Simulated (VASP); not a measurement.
# Sr (I4_1/amd) in VASP: a series of runs

Sr is run at these levels: PBE; tasks: single point, relaxation of cell and atoms.

Everything below comes from runs of VASP 6.6.1. Logs are shortened: lines on timing, memory, paths and dates and some standing lists are left out, and cuts for length are marked.

### 1 The cell of the first run

Symmetry: I4_1/amd, No. 141, tetragonal system. Conventional cell: a = 5.552 Å, b = 5.552 Å, c = 3.010 Å, α = 90.00°, β = 90.00°, γ = 90.00°. Within 3.8 Å of Sr (site symmetry -4m2) lie 10 Sr at 2.88 to 3.58 Å.

### 2 Single point, PBE

Input file INCAR:

```
SYSTEM = Sr
PREC = Accurate ; ENCUT = 520
EDIFF = 1E-7 ; ISMEAR = -1
SIGMA = 0.05 ; LREAL = .FALSE.
LASPH = .TRUE. ; NELM = 60
ALGO = Normal ; ISIF = 2
LWAVE = .FALSE. ; LCHARG = .FALSE.
GGA = PE ; NBANDS = 17
```

Input file KPOINTS:

```
regular mesh
0
G
  14 14 14
  0 0 0
```

Input file POSCAR:

```
Sr
1.0
   -2.7761842906      2.7761842906      1.5049141032
    2.7761842906     -2.7761842906      1.5049141032
    2.7761842906      2.7761842906     -1.5049141032
Sr
2
Direct
   -0.3750000000     -0.1250000000     -0.2500000000
    0.3750000000      0.1250000000      0.2500000000
```

Potentials or basis: VASP PAW PBE potentials, release 64 (Sr_sv).

On the command line:

```bash
> cat potpaw_PBE.64/Sr_sv/POTCAR > POTCAR
> mpirun -np 1 vasp_std > vasp.out
```

OUTCAR:

```text
SYSTEM = Sr
   PREC = Accurate
   ENCUT = 520
   EDIFF = 1E-7
   ISMEAR = -1
   LREAL = .FALSE.
   LASPH = .TRUE.
   NELM = 60
   ISIF = 2
   GGA = PE

 ion  position               nearest neighbor table
   1  0.625  0.875  0.750-   2 2.88   2 2.88   2 2.88   2 2.88   2 3.58   2 3.58   2 3.58   2 3.58
                             2 4.68   2 4.68
   2  0.375  0.125  0.250-   1 2.88   1 2.88   1 2.88   1 2.88   1 3.58   1 3.58   1 3.58   1 3.58
                             1 4.68   1 4.68

  LATTYP: Found a body centered tetragonal cell.
 ALAT       =     5.5523685812
 C/A-ratio  =     0.5420800443

  Lattice vectors:

 A1 = (  -2.7761842906,   2.7761842906,   1.5049141032)
 A2 = (   2.7761842906,  -2.7761842906,   1.5049141032)
 A3 = (   2.7761842906,   2.7761842906,  -1.5049141032)

Analysis of symmetry for initial positions (statically):
=====================================================================
 Subroutine PRICEL returns:
 Original cell was already a primitive cell.

 Routine SETGRP: Setting up the symmetry group for a
 body centered tetragonal supercell.

 Subroutine GETGRP returns: Found 16 space group operations
 (whereof  4 operations were pure point group operations)
 out of a pool of 16 trial point group operations.

The static configuration has the point symmetry C_2h.
 The point group associated with its full space group is D_4h.

Analysis of symmetry for dynamics (positions and initial velocities):
=====================================================================
 Subroutine PRICEL returns:
 Original cell was already a primitive cell.

 Routine SETGRP: Setting up the symmetry group for a
 body centered tetragonal supercell.

 Subroutine GETGRP returns: Found 16 space group operations
 (whereof  4 operations were pure point group operations)
 out of a pool of 16 trial point group operations.

The dynamic configuration has the point symmetry C_2h.
 The point group associated with its full space group is D_4h.

 Subroutine INISYM returns: Found 16 space group operations
 (whereof  4 operations are pure point group operations),
 and found     1 'primitive' translations

----------------------------------------------------------------------------------------

                                     Primitive cell

  volume of cell :      46.3947

  direct lattice vectors                    reciprocal lattice vectors
[... 80 lines left out ...]
   ICHARG =      2    charge: 1-file 2-atom 10-const
   ISPIN  =      1    spin polarized calculation?
   LNONCOLLINEAR =      F non collinear calculations
   LSORBIT =      F    spin-orbit coupling
   LASPH  =      T    aspherical Exc in radial PAW
   ENCUT  =  520.0 eV  38.22 Ry    6.18 a.u.   7.82  7.82  7.82*2*pi/ulx,y,z
   NELM   =     60;   NELMIN=  2; NELMDL= -5     # of ELM steps
   EDIFF  = 0.1E-06   stopping-criterion for ELM
   LREAL  =      F    real-space projection
   EDIFFG = 0.1E-05   stopping-criterion for IOM
   NSW    =      0    number of steps for IOM
   IBRION =     -1    ionic relax: 0-MD 1-quasi-New 2-CG
   NFREE  =      0    steps in history (QN), initial steepest desc. (CG)
   ISIF   =      2    stress and relaxation
   ISYM   =      2    0-nonsym 1-usesym 2-fastsym
   POTIM  = 0.5000    time-step for ionic-motion
   TEBEG  =    0.0;   TEEND  =   0.0 temperature during run
   PSTRESS=    0.0 pullay stress
   NELECT =      20.0000    total number of electrons
   NUPDOWN=      -1.0000    fix difference up-down
   EMIN   =  10.00;   EMAX   =-10.00  energy-range for DOS
   EFERMI =   0.00;   METHOD = LEGACY
   ISMEAR =    -1;   SIGMA  =   0.05  broadening in eV -4-tet -1-fermi 0-gaus
   EFERMI_NEDOS =   21; number of points for ismear=-14 and -15
   IALGO  =     38    algorithm
   IMIX   =      4    mixing-type and parameters
     AMIX     =   0.40;   BMIX     =  1.00
     AMIX_MAG =   1.60;   BMIX_MAG =  1.00
  volume/ion in A,a.u.               =      23.20       156.54
  Fermi-wavevector in a.u.,A,eV,Ry     =   1.236693  2.337012 20.808896  1.529411
  Thomas-Fermi vector in A             =   2.371291
   LORBIT       =      0    0 simple, 1 ext, 2 COOP (PROOUT), +10 PAW based schemes
   GGA     = PE    functional components
[... 5 lines left out ...]
 non-spin polarized calculation
  energy-cutoff  :      520.00
  volume of cell :       46.39
 maximum number of plane-waves:      1277
   NGX = 15   NGY = 15   NGZ = 15

 number of electron      20.0000000 magnetization

 Free energy of the ion-electron system (eV)
  ---------------------------------------------------
  ext. energy  EPLUGINS =         0.00000000
  ---------------------------------------------------
  free energy    TOTEN  =         0.64653993 eV

  energy without entropy =        0.65475330  energy(sigma->0) =        0.65064661

 E-fermi :   5.5345     XC(G=0): -10.5648

 val. band max:        5.5196889796   @ k =  -0.4286  -0.4286   0.2857
 cond. band min:       5.5450813450   @ k =   0.4286   0.1429   0.0714
 fundamental gap:      0.0253923655
 Fermi energy:         5.5345173590

 k-point     1 :       0.0000    0.0000    0.0000
  band No.  band energies     occupation
      1     -30.6867      2.00000
      2     -29.7473      2.00000
      3     -13.4832      2.00000
      4     -13.4832      2.00000
      5     -11.2850      2.00000
      6     -11.2609      2.00000
[... 457 lines left out ...]
      4     -13.2431      2.00000
      5     -13.0382      2.00000
      6     -12.6163      2.00000
[... 9 lines left out ...]
     16      12.3099      0.00000
     17      12.7528      0.00000

 [... further k-points ...]

------------------------ aborting loop because EDIFF is reached ----------------------------------------

  FORCE on cell =-STRESS in cart. coord.  units (eV):
  Direction    XX          YY          ZZ          XY          YZ          ZX
  --------------------------------------------------------------------------------------
  -------------------------------------------------------------------------------------
  Total        9.7596997      9.7596997      9.7473883      0.0000000     -0.0000000      0.0000000
  in kB      337.0379062    337.0379062    336.6127499      0.0000000     -0.0000000      0.0000000
  external PRESSURE =     336.8961875 kB  Pullay stress =       0.0000000 kB

 VOLUME and BASIS-vectors are now :
 -----------------------------------------------------------------------------
  energy-cutoff  :      520.00
  volume of cell :       46.39
      direct lattice vectors                 reciprocal lattice vectors
    -2.776184291  2.776184291  1.504914103     0.000000000  0.180103317  0.332244876
     2.776184291 -2.776184291  1.504914103     0.180103317  0.000000000  0.332244876
     2.776184291  2.776184291 -1.504914103     0.180103317  0.180103317  0.000000000

 POSITION                                       TOTAL-FORCE (eV/Angst)
 -----------------------------------------------------------------------------------
      2.77618      1.38809      1.12869        -0.000000      0.000000     -0.000000
      0.00000      1.38809      0.37623         0.000000     -0.000000      0.000000
 -----------------------------------------------------------------------------------
    total drift:                                0.000000     -0.000000      0.000000

  FREE ENERGIE OF THE ION-ELECTRON SYSTEM (eV)
  ---------------------------------------------------
  free  energy   TOTEN  =         0.6465399284 eV

  energy  without entropy=        0.6547532967  energy(sigma->0) =        0.65064661
```

stdout:

```text
POSCAR found type information on POSCAR Sr
 POSCAR found :  1 types and       2 ions
 scaLAPACK will be used
 LDA part: xc-table for (Slater+PW92), standard interpolation
 POSCAR, INCAR and KPOINTS ok, starting setup
 FFT: planning ... GRIDC
 FFT: planning ... GRID_SOFT
 FFT: planning ... GRID
 WAVECAR not read
 entering main loop
```

Run time: 62 s. Hardware: 1 thread of Intel Xeon 6975P-C (Granite Rapids), shared host; peak memory 0.29 GiB.

What came out:

```yaml
Free_energy: 0.6465 eV
Pressure: 33.7 GPa
Band_gap_on_the_k_mesh: zero (band 10 reaches 6.23 eV, above the bottom of band 11 at 4.78 eV)
```

### 3 Relaxation of cell and atoms, PBE, target pressure 33 GPa, at which the enthalpy is minimised

This run uses another cell than the first one, of 23.68 Å³/atom, 1.021 times its volume.

Input file INCAR:

```
SYSTEM = Sr
PREC     = Accurate       ! precision mode
ENCUT    = 600            ! plane-wave cutoff, eV
EDIFF    = 1E-6           ! SCF threshold, eV
ISMEAR   = -1             ! smearing method
SIGMA    = 0.05           ! smearing width, eV
LREAL    = .False.        ! projectors in reciprocal space
LASPH    = .True.         ! aspherical terms in the spheres
NELM     = 60             ! most SCF steps
ALGO     = Normal         ! electronic algorithm
ISIF     = 3              ! what is computed and relaxed
LWAVE    = .False.        ! write WAVECAR
LCHARG   = .False.        ! write CHGCAR
GGA      = PE             ! functional
IBRION   = 2              ! ionic algorithm
NSW      = 60             ! ionic steps
EDIFFG   = -0.005         ! ionic threshold
PSTRESS  = 330.0
```

Input file KPOINTS:

```
regular mesh
0
Gamma
  14 14 14
  0 0 0
```

Input file POSCAR:

```
Sr
1.0
   -2.7819694855      2.7819694855      1.5300832170
    2.7819694855     -2.7819694855      1.5300832170
    2.7819694855      2.7819694855     -1.5300832170
Sr
2
Direct
   -0.3750000000     -0.1250000000     -0.2500000000
    0.3750000000      0.1250000000      0.2500000000
```

Potentials or basis: VASP PAW PBE potentials, release 64 (Sr_sv).

On the command line:

```bash
> cat potpaw_PBE.64/Sr_sv/POTCAR > POTCAR
> mpirun -np 1 vasp_std > vasp.out
```

It took 17 min on 1 thread of Oxide Virtual Turin-like, shared host; peak memory 0.31 GiB.

Results (log left out):

* Free energy: 0.5779 eV
* Relaxed volume: 23.36 Å³/atom
* Relaxed cell: a = 4.215 Å, b = 4.215 Å, c = 4.215 Å, α = 97.35°, β = 97.35°, γ = 138.07°
* Space group after relaxing (to 0.05 Å): I4_1/amd (No. 141)
* Energy change on relaxing (the enthalpy is what falls): +63.7 meV/atom
* Ionic steps: 5
* Pressure after relaxing: 33.0 GPa
* Band gap on the k mesh: zero (band 10 reaches 6.17 eV, above the bottom of band 11 at 4.75 eV)

The path:
| step | energy change (eV) | largest force (eV/Å) | pressure (GPa) | volume (Å³) |
| --- | --- | --- | --- | --- |
| 1 | 0.0000 | 0.0000 | 31.69 | 47.37 |
| 2 | 0.2702 | 0.0000 | 34.42 | 46.05 |
| 3 | 0.1545 | 0.0000 | 33.26 | 46.60 |
| 4 | 0.1308 | 0.0000 | 33.03 | 46.71 |
| 5 | 0.1273 | 0.0000 | 33.00 | 46.72 |

Final structure:
```yaml
crystal:
  lattice:
    - [-2.78319, 2.78319, 1.50798]
    - [2.78319, -2.78319, 1.50798]
    - [2.78319, 2.78319, -1.50798]
  atoms:
    - { symbol: Sr, position: [0.62500, 0.87500, 0.75000] }
    - { symbol: Sr, position: [0.37500, 0.12500, 0.25000] }
```

Levels at points of the mesh, in eV from the Fermi level:
| k point | band 8 | band 9 | band 10 | band 11 | band 12 | band 13 |
| --- | --- | --- | --- | --- | --- | --- |
| (0.00, 0.00, 0.00) | -16.69 | -3.69 | -2.67 | 0.64 | 0.76 | 1.78 |
| (0.50, 0.00, 0.00) | -16.60 | -1.65 | -1.36 | 0.29 | 2.23 | 3.32 |
| (0.50, 0.50, 0.00) | -16.72 | -1.04 | -1.04 | 0.92 | 0.92 | 3.42 |
| (0.50, 0.50, 0.50) | -16.36 | -0.70 | -0.70 | 2.19 | 2.19 | 2.49 |

Caveat: the cell is relaxed towards a set pressure, so the enthalpy falls and the energy may rise.
